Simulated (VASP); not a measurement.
Wanted: the native input for a VASP 6.6.1 run.

```
Task                   : single point
Functional             : PBE
Potentials or basis    : VASP PAW PBE potentials, release 64 (Mg)
Cutoff                 : 520 eV
k mesh                 : 14 × 14 × 14
Occupations            : gaussian, width 0.05 eV
Spin                   : no spin polarisation
Dipole correction      : no
Further INCAR settings : ALGO = Fast; EDIFF = 1e-07; NBANDS = 7
```

The structure of Mg lies in POSCAR:

```
Mg
1.0
   -1.7727644967      1.7727644967      1.7727644967
    1.7727644967     -1.7727644967      1.7727644967
    1.7727644967      1.7727644967     -1.7727644967
Mg
1
Direct
    0.0000000000      0.0000000000      0.0000000000
```

The input as run:

INCAR

```
PREC = Accurate
ENCUT = 520
EDIFF = 1E-7
ISMEAR = 0
SIGMA = 0.05
LREAL = F
LASPH = T
NELM = 60
ALGO = Fast
ISIF = 2
LWAVE = F
LCHARG = F
GGA = PE
NBANDS = 7
```

KPOINTS

```
regular mesh
0
Gamma
  14 14 14
```

Potentials or basis: VASP PAW PBE potentials, release 64 (Mg).

Command:

```bash
$ cat potpaw_PBE.64/Mg/POTCAR > POTCAR
$ mpirun -np 1 vasp_std > vasp.out
```

Results of the run:

- Pressure: 0.9 GPa
- Band gap on the k mesh: zero (band 1 reaches 6.75 eV, above the bottom of band 2 at 1.90 eV)

Wall time 13 s on 1 thread of AMD EPYC 7R13 Processor (Zen 3) (shared host), peak memory 0.11 GiB.
